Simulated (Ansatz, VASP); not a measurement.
**C4N in VASP and in Ansatz**

```
CELL_PARAMETERS angstrom
2.43234 0.00000 0.00000
-1.21617 2.10647 0.00000
0.00000 0.00000 11.39585
ATOMIC_POSITIONS crystal
C 0.33333 0.66667 0.68282
C 0.33333 0.66667 0.31718
C 0.66667 0.33333 0.31718
C 0.66667 0.33333 0.68282
N 0.00000 0.00000 0.00000
```

Change from the starting cell: species swapped into the Co4H type (P-3m1, No. 164).

Alike in both runs: functional PBE; k mesh 12 × 12 × 2; occupations gaussian, width 0.1 eV; no spin polarisation.

Ansatz relaxed the structure, and its values are those at the end. VASP's run is a single point on that final structure, the one shown.

|  | VASP | Ansatz |
| --- | --- | --- |
| version | VASP 6.6.1 | Ansatz 0.2.0 |
| potentials or method | VASP PAW PBE potentials, release 64 (C, N), cutoff 520 eV | scalar-relativistic, plane waves, PAW |
| valence electrons in the cell | 21 | 21 |

```tsv
	VASP	Ansatz	Ansatz less VASP
gap on the k mesh at the Fermi level (eV)	none	none	-
pressure (GPa)	0.3	0.1	-0.25
```

A gap of «none» marks a metal or a gap that the smearing closes.
